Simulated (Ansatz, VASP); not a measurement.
## One calculation of RbBr, two programs

```
Rb Br
1.0
     4.16300    0.00000    0.00000
     0.00000    4.16300    0.00000
     0.00000    0.00000    4.19832
Rb Br
1 1
Cartesian
  0.0000 0.0000 2.0992
  2.0815 2.0815 0.0000
```

Alike in both runs: functional PBE; k mesh 4 × 4 × 3; occupations gaussian, width 0.15 eV; no spin polarisation.

Ansatz relaxed the structure, and its values are those at the end. VASP's run is a single point on that final structure, the one shown.

|  | VASP | Ansatz |
| --- | --- | --- |
| version | VASP 6.6.1 | Ansatz 0.2.0 |
| potentials or method | VASP PAW PBE potentials, release 64 (Rb_sv, Br), cutoff 500 eV | scalar-relativistic, plane waves, PAW |
| valence electrons in the cell | 16 | 16 |

```tsv
	VASP	Ansatz	Ansatz less VASP
gap on the k mesh at the Fermi level (eV)	3.98	3.98	+0.002
least direct gap on the mesh (eV)	4.10	4.10	+0.001
pressure (GPa)	0.3	0.3	-0.02
```

With one functional, cell and mesh, what is left measures potentials, basis and numerics.

The k mesh is coarse, so the values compare programs but aren't converged.
